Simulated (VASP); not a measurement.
LaTlCl4: single point with PBE

Crystal: LaTlCl4.

```xyz
12
Lattice="4.9007 0.0000 0.0000 0.0000 4.9007 0.0000 0.0000 0.0000 15.4097" Properties=species:S:1:pos:R:3 pbc="T T T"
La    0.0000    4.9007    7.7049
La    0.0000    4.9007    0.0000
Tl    2.4504    2.4504    3.8524
Tl    2.4504    2.4504   11.5573
Cl    2.4504    0.0000    6.0546
Cl    2.4504    0.0000   13.7595
Cl    0.0000    2.4504    1.6502
Cl    0.0000    2.4504    9.3551
Cl    2.4504    0.0000    1.6502
Cl    2.4504    0.0000    9.3551
Cl    4.9007    2.4504    6.0546
Cl    4.9007    2.4504   13.7595
```

```yaml
Program: VASP 6.6.1
Task: single point
Functional: PBE
Potentials_or_basis: VASP PAW PBE potentials, release 64 (La, Tl_d, Cl)
Cutoff: 520 eV
k_mesh: 4 × 4 × 1
Occupations: gaussian, width 0.1 eV
Spin: no spin polarisation
```

```json
{
 "Pressure": "-0.1 GPa",
 "Largest force": "0.008 eV/Å",
 "Band gap on the k mesh": "3.24 eV"
}
```

Forces on the atoms (eV/Å):
```
La   0.000  0.000  0.000
La   0.000  0.000  0.000
Tl   0.000  0.000  0.000
Tl   0.000  0.000  0.000
Cl   0.000  0.000  0.008
Cl   0.000  0.000  0.008
Cl   0.000  0.000 -0.008
Cl   0.000  0.000 -0.008
Cl   0.000  0.000 -0.008
Cl   0.000  0.000 -0.008
Cl   0.000  0.000  0.008
Cl   0.000  0.000  0.008
```

Levels at points of the mesh, in eV from the valence-band top:
```
           k point  band 50  band 51  band 52  band 53  band 54  band 55
(0.00, 0.00, 0.00)    -0.67    -0.67    -0.19     3.25     3.25     3.35
(0.50, 0.00, 0.00)    -0.87    -0.57     0.00     3.24     3.24     3.31
(0.50, 0.50, 0.00)    -0.32    -0.16    -0.15     3.24     3.24     3.24
```

Run time: 100 s on 1 thread of AMD EPYC 9R45 96-Core Processor (Zen 5), with other jobs on the host, peak memory 0.44 GiB.

Caveat: spin-orbit coupling is left out, which moves the levels of the heavy elements. A k mesh can miss the band edges.
